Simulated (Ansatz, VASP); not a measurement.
# O: VASP beside Ansatz

```
CELL_PARAMETERS angstrom
1.42335 0.82177 3.40830
-1.42335 0.82177 3.40830
0.00000 -1.64354 3.40830
ATOMIC_POSITIONS crystal
O 0.05770 0.05770 0.05770
O 0.94230 0.94230 0.94230
```

Alike in both runs: task single point; functional PBEsol; k mesh 3 × 3 × 3; occupations gaussian, width 0.1 eV; collinear spin.

```csv
,VASP,Ansatz
version,VASP 6.6.1,Ansatz 0.2.0
potentials or method,"VASP PAW PBE potentials, release 64 (O), cutoff 600 eV","scalar-relativistic, plane waves, PAW"
valence electrons in the cell,12,12
```

```tsv
	VASP	Ansatz	Ansatz less VASP
gap on the k mesh at the Fermi level (eV)	0.60	0.58	-0.019
least direct gap on the mesh (eV)	0.75	0.73	-0.020
pressure (GPa)	17.7	13.5	-4.19
traceless stress, the component that is largest in VASP (GPa)	19.53	10.15	-9.379
rms of the force components (eV/Å)	2.361	1.317	-1.0432
net moment per atom (μB)	1.00	1.00	0.000
size of the moment on the site where the two differ most (μB)	0.80	0.53	-0.272
```

VASP's potentials were made for PBE, not for PBEsol. Site moments also hang on the region over which each program counts them. Atom by atom the forces differ by 1.043 eV/Å (rms over components). With one functional, cell and mesh, what is left measures potentials, basis and numerics. Ansatz's warnings: stability check not made.

The k mesh is coarse, so the values compare programs but aren't converged. Noted on VASP's run: the standard files for N, O and F lose accuracy on very short bonds.
